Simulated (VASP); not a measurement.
# ZnS (P6_3mc) in VASP: notebook

ZnS is run at these levels: PBEsol; tasks: single point.

Everything below comes from runs of VASP 6.6.1. Logs are shortened: lines on timing, memory, paths and dates and some standing lists are left out, and cuts for length are marked.

**1. The cell of the first run**

Symmetry: P6_3mc, No. 186, hexagonal system. Conventional cell: a = 3.874 Å, b = 3.874 Å, c = 12.656 Å, α = 90.00°, β = 90.00°, γ = 120.00°. Within 3.1 Å of Zn (site symmetry 3m) lie 4 S at 2.37 Å. Within 3.1 Å of Zn (site symmetry 3m) lie 4 S at 2.37 Å. Within 3.1 Å of S (site symmetry 3m) lie 4 Zn at 2.37 Å. Within 3.1 Å of S (site symmetry 3m) lie 4 Zn at 2.37 Å.

**2. Single point, PBEsol**

File INCAR:

```
  PREC = Accurate
  ENCUT = 520
  EDIFF = 1E-6
  ISMEAR = 1
  SIGMA = 0.0493
  LREAL = False
  LASPH = True
  NELM = 100
  ALGO = Normal
  ISIF = 2
  LWAVE = False
  LCHARG = False
  GGA = PS
  NBANDS = 46
```

File KPOINTS:

```
Automatic mesh
0
Gamma
  5 5 2
```

File POSCAR:

```
ZnS
1.0
    1.9370190000      3.3550140000      0.0000000000
   -1.9370190000      3.3550140000      0.0000000000
    0.0000000000      0.0000000000     12.6561380000
Zn S
4 4
Direct
    0.0000000000      0.0000000000      0.0000000000
    0.0000000000      0.0000000000      0.5000000000
    0.3333300000      0.3333400000      0.2500000000
    0.6666600000      0.6666700000      0.7500000000
    0.0000000000      0.0000000000      0.1875000000
    0.0000000000      0.0000000000      0.6875000000
    0.3333300000      0.3333400000      0.4375000000
    0.6666600000      0.6666700000      0.9375000000
```

Potentials or basis: VASP PAW PBE potentials, release 64 (Zn, S).

Launch:

```sh
$ cat potpaw_PBE.64/Zn/POTCAR potpaw_PBE.64/S/POTCAR > POTCAR
$ mpirun -np 1 vasp_std > vasp.out
```

OUTCAR:

```text
PREC = Accurate
   ENCUT = 520
   EDIFF = 1E-6
   ISMEAR = 1
   LREAL = False
   LASPH = True
   NELM = 100
   ISIF = 2
   GGA = PS

 ion  position               nearest neighbor table
   1  0.000  0.000  0.000-   8 2.37   8 2.37   8 2.37   5 2.37
   2  0.000  0.000  0.500-   7 2.37   7 2.37   7 2.37   6 2.37
   3  0.333  0.333  0.250-   5 2.37   5 2.37   5 2.37   7 2.37
   4  0.667  0.667  0.750-   6 2.37   6 2.37   6 2.37   8 2.37
   5  0.000  0.000  0.188-   3 2.37   3 2.37   3 2.37   1 2.37
   6  0.000  0.000  0.688-   4 2.37   4 2.37   4 2.37   2 2.37
   7  0.333  0.333  0.438-   2 2.37   2 2.37   2 2.37   3 2.37
   8  0.667  0.667  0.938-   1 2.37   1 2.37   1 2.37   4 2.37

  LATTYP: Found a hexagonal cell.
 ALAT       =     3.8740368541
 C/A-ratio  =     3.2669121324

  Lattice vectors:

 A1 = (   1.9370190000,  -3.3550140000,   0.0000000000)
 A2 = (   1.9370190000,   3.3550140000,   0.0000000000)
 A3 = (   0.0000000000,   0.0000000000,  12.6561380000)

Analysis of symmetry for initial positions (statically):
=====================================================================
 Subroutine PRICEL returns:
 Original cell was already a primitive cell.

 Routine SETGRP: Setting up the symmetry group for a
 hexagonal supercell.

 Subroutine GETGRP returns: Found  2 space group operations
 (whereof  1 operations were pure point group operations)
 out of a pool of 24 trial point group operations.

The static configuration has the point symmetry C_1 .
 The point group associated with its full space group is C_1h.

Analysis of symmetry for dynamics (positions and initial velocities):
=====================================================================
 Subroutine PRICEL returns:
 Original cell was already a primitive cell.

 Routine SETGRP: Setting up the symmetry group for a
 hexagonal supercell.

 Subroutine GETGRP returns: Found  2 space group operations
 (whereof  1 operations were pure point group operations)
 out of a pool of 24 trial point group operations.

The dynamic configuration has the point symmetry C_1 .
 The point group associated with its full space group is C_1h.

 Subroutine INISYM returns: Found  2 space group operations
 (whereof  1 operations are pure point group operations),
 and found     1 'primitive' translations

----------------------------------------------------------------------------------------

                                     Primitive cell

  volume of cell :     164.4975

  direct lattice vectors                    reciprocal lattice vectors
     1.937019000  3.355014000  0.000000000     0.258128599  0.149030675  0.000000000
    -1.937019000  3.355014000  0.000000000    -0.258128599  0.149030675  0.000000000
     0.000000000  0.000000000 12.656138000     0.000000000  0.000000000  0.079013045

  length of vectors
     3.874036854  3.874036854 12.656138000     0.298061261  0.298061261  0.079013045

  position of ions in fractional coordinates (direct lattice)
     0.000000000  0.000000000  0.000000000
     0.000000000  0.000000000  0.500000000
     0.333330000  0.333340000  0.250000000
     0.666660000  0.666670000  0.750000000
     0.000000000  0.000000000  0.187500000
     0.000000000  0.000000000  0.687500000
     0.333330000  0.333340000  0.437500000
     0.666660000  0.666670000  0.937500000

  ion indices of the primitive-cell ions
   primitive index   ion index
                 1           1
                 2           2
                 3           3
                 4           4
                 5           5
                 6           6
                 7           7
                 8           8

----------------------------------------------------------------------------------------

 KPOINTS: Automatic mesh

Automatic generation of k-mesh.
 Grid dimensions read from file:
 generate k-points for:    5    5    2

 Generating k-lattice:

  Cartesian coordinates                     Fractional coordinates (reciprocal lattice)
     0.051625720  0.029806135  0.000000000     0.200000000  0.000000000  0.000000000
    -0.051625720  0.029806135  0.000000000     0.000000000  0.200000000  0.000000000
     0.000000000  0.000000000  0.039506522     0.000000000  0.000000000  0.500000000

  Length of vectors
     0.059612252  0.059612252  0.039506522

  Shift w.r.t. Gamma in fractional coordinates (k-lattice)
     0.000000000  0.000000000  0.000000000

 Subroutine IBZKPT returns following result:
 ===========================================

 Found     18 irreducible k-points:

 Following reciprocal coordinates:
            Coordinates               Weight
  0.000000  0.000000  0.000000      1.000000
  0.200000 -0.000000  0.000000      4.000000
  0.200000  0.200000  0.000000      2.000000
  0.400000 -0.000000  0.000000      4.000000
  0.400000  0.400000  0.000000      2.000000
  0.400000  0.200000  0.000000      4.000000
[... 10 lines left out ...]
 -0.400000  0.200000  0.500000      4.000000
  0.400000 -0.400000  0.500000      2.000000
   k-points           NKPTS =     18   k-points in BZ     NKDIM =     18   number of bands    NBANDS=     46
   number of dos      NEDOS =    301   number of ions     NIONS =      8
   total plane-waves  NPLWV =  86400
   dimension x,y,z NGX =    30 NGY =   30 NGZ =   96
   dimension x,y,z NGXF=    60 NGYF=   60 NGZF=  192
   ions per type =               4   4
   NGX,Y,Z   is equivalent  to a cutoff of  12.87, 12.87, 12.61 a.u.
   NGXF,Y,Z  is equivalent  to a cutoff of  25.75, 25.75, 25.22 a.u.
 SYSTEM =  unknown system
   PREC   = accura    normal or accurate (medium, high low for compatibility)
   ISTART =      0    job   : 0-new  1-cont  2-samecut
   ICHARG =      2    charge: 1-file 2-atom 10-const
   ISPIN  =      1    spin polarized calculation?
   LNONCOLLINEAR =      F non collinear calculations
   LSORBIT =      F    spin-orbit coupling
   LASPH  =      T    aspherical Exc in radial PAW
   ENCUT  =  520.0 eV  38.22 Ry    6.18 a.u.   7.20  7.20 23.53*2*pi/ulx,y,z
   NELM   =    100;   NELMIN=  2; NELMDL= -5     # of ELM steps
   EDIFF  = 0.1E-05   stopping-criterion for ELM
   LREAL  =      F    real-space projection
   EDIFFG = 0.1E-04   stopping-criterion for IOM
   NSW    =      0    number of steps for IOM
   IBRION =     -1    ionic relax: 0-MD 1-quasi-New 2-CG
   NFREE  =      0    steps in history (QN), initial steepest desc. (CG)
   ISIF   =      2    stress and relaxation
   ISYM   =      2    0-nonsym 1-usesym 2-fastsym
   POTIM  = 0.5000    time-step for ionic-motion
   TEBEG  =    0.0;   TEEND  =   0.0 temperature during run
   PSTRESS=    0.0 pullay stress
   NELECT =      72.0000    total number of electrons
   NUPDOWN=      -1.0000    fix difference up-down
   EMIN   =  10.00;   EMAX   =-10.00  energy-range for DOS
   EFERMI =   0.00;   METHOD = LEGACY
   ISMEAR =     1;   SIGMA  =   0.05  broadening in eV -4-tet -1-fermi 0-gaus
   EFERMI_NEDOS =   21; number of points for ismear=-14 and -15
   IALGO  =     38    algorithm
   IMIX   =      4    mixing-type and parameters
     AMIX     =   0.40;   BMIX     =  1.00
     AMIX_MAG =   1.60;   BMIX_MAG =  1.00
  volume/ion in A,a.u.               =      20.56       138.76
  Fermi-wavevector in a.u.,A,eV,Ry     =   1.242985  2.348901 21.021158  1.545011
  Thomas-Fermi vector in A             =   2.377316
   LORBIT       =      0    0 simple, 1 ext, 2 COOP (PROOUT), +10 PAW based schemes
   GGA     = PS    functional components
   LHFCALC =     F    Hartree Fock is set to
   AEXX    =    0.0000 exact exchange contribution
   IVDW    =     0    specifies the selected vdW correction
   LEPSILON=     F    determine dielectric tensor
   LRPA    =     F    only Hartree local field effects (RPA)
 non-spin polarized calculation
 Methfessel and Paxton  Order N= 1 SIGMA  =   0.05
  energy-cutoff  :      520.00
  volume of cell :      164.50
 maximum number of plane-waves:      4448
 NGX is ok and might be reduce to    30
   NGX = 15   NGY = 15   NGZ = 47

 number of electron      72.0000050 magnetization

 Free energy of the ion-electron system (eV)
  ---------------------------------------------------
  ext. energy  EPLUGINS =         0.00000000
  ---------------------------------------------------
  free energy    TOTEN  =       -30.17238502 eV

  energy without entropy =      -30.17256369  energy(sigma->0) =      -30.17244458

 E-fermi :   1.6850     XC(G=0):  -9.6510

 val. band max:        1.6466838624   @ k =   0.0000   0.0000   0.0000
 cond. band min:       3.4824271322   @ k =   0.0000   0.0000   0.0000
 fundamental gap:      1.8357432698
 Fermi energy:         1.6849772380

 k-point     1 :       0.0000    0.0000    0.0000
  band No.  band energies     occupation
      1     -11.2362      2.00000
      2     -10.8413      2.00000
      3     -10.8296      2.00000
      4     -10.3605      2.00000
      5      -4.5693      2.00000
      6      -4.5637      2.00000
[... 38 lines left out ...]
     45       8.2236      0.00000
     46       8.2466      0.00000

 k-point     2 :       0.2000   -0.0000    0.0000
  band No.  band energies     occupation
      1     -10.9948      2.00000
      2     -10.6463      2.00000
      3     -10.6346      2.00000
      4     -10.2355      2.00000
      5      -4.5786      2.00000
      6      -4.5572      2.00000
[... 38 lines left out ...]
     45       8.4232      0.00000
     46       8.4434      0.00000

 k-point     3 :       0.2000    0.2000    0.0000
  band No.  band energies     occupation
      1     -10.9948      2.00000
      2     -10.6463      2.00000
      3     -10.6346      2.00000
      4     -10.2355      2.00000
      5      -4.5786      2.00000
      6      -4.5572      2.00000
[... 724 lines left out ...]
     45       8.8192      0.00000
     46       8.8192      0.00000

 k-point    18 :       0.4000   -0.4000    0.5000
  band No.  band energies     occupation
      1     -10.2422      2.00000
      2     -10.2422      2.00000
      3     -10.1073      2.00000
      4     -10.1073      2.00000
      5      -4.5015      2.00000
      6      -4.5015      2.00000
[... 38 lines left out ...]
     45       8.8192      0.00000
     46       8.8192      0.00000

------------------------ aborting loop because EDIFF is reached ----------------------------------------

  FORCE on cell =-STRESS in cart. coord.  units (eV):
  Direction    XX          YY          ZZ          XY          YZ          ZX
  --------------------------------------------------------------------------------------
  -------------------------------------------------------------------------------------
  Total       -4.5713223     -4.5715215     -4.5189980      0.0000000      0.0000000     -0.0000061
  in kB      -44.5238809    -44.5258205    -44.0142514      0.0000000      0.0000000     -0.0000591
  external PRESSURE =     -44.3546509 kB  Pullay stress =       0.0000000 kB

 VOLUME and BASIS-vectors are now :
 -----------------------------------------------------------------------------
  energy-cutoff  :      520.00
  volume of cell :      164.50
      direct lattice vectors                 reciprocal lattice vectors
     1.937019000  3.355014000  0.000000000     0.258128599  0.149030675  0.000000000
    -1.937019000  3.355014000  0.000000000    -0.258128599  0.149030675  0.000000000
     0.000000000  0.000000000 12.656138000     0.000000000  0.000000000  0.079013045

 POSITION                                       TOTAL-FORCE (eV/Angst)
 -----------------------------------------------------------------------------------
      0.00000      0.00000      0.00000        -0.000085     -0.000044      0.004231
      0.00000      0.00000      6.32807        -0.000085      0.000044      0.004231
     -0.00002      2.23669      3.16403         0.000089     -0.000045     -0.004153
     -0.00002      4.47334      9.49210         0.000089      0.000045     -0.004153
      0.00000      0.00000      2.37303        -0.000104      0.000047     -0.024691
      0.00000      0.00000      8.70109        -0.000104     -0.000047     -0.024691
     -0.00002      2.23669      5.53706         0.000099     -0.000053      0.024613
     -0.00002      4.47334     11.86513         0.000099      0.000053      0.024613
 -----------------------------------------------------------------------------------
    total drift:                                0.000001      0.000000     -0.000933

  FREE ENERGIE OF THE ION-ELECTRON SYSTEM (eV)
  ---------------------------------------------------
  free  energy   TOTEN  =       -30.1723850216 eV

  energy  without entropy=      -30.1725636941  energy(sigma->0) =      -30.17244458
```

It took 69 s on 1 thread of Intel Xeon 6975P-C (Granite Rapids), shared host; peak memory 0.32 GiB.

Results:

```yaml
Free_energy: -30.1724 eV
Pressure: -4.4 GPa
Largest_force: 0.025 eV/Å
Band_gap_on_the_k_mesh: 1.84 eV, direct
```

Forces on the atoms (eV/Å):
```
Zn   0.000  0.000  0.004
Zn   0.000  0.000  0.004
Zn   0.000  0.000 -0.004
Zn   0.000  0.000 -0.004
S    0.000  0.000 -0.025
S    0.000  0.000 -0.025
S    0.000  0.000  0.025
S    0.000  0.000  0.025
```

Caveat: the PAW data sets were made with another functional, which shifts forces and pressure a little. Expect the measured gap to be larger: semilocal functionals such as PBEsol lack the derivative discontinuity.

(Continued in part 2 of 2.)
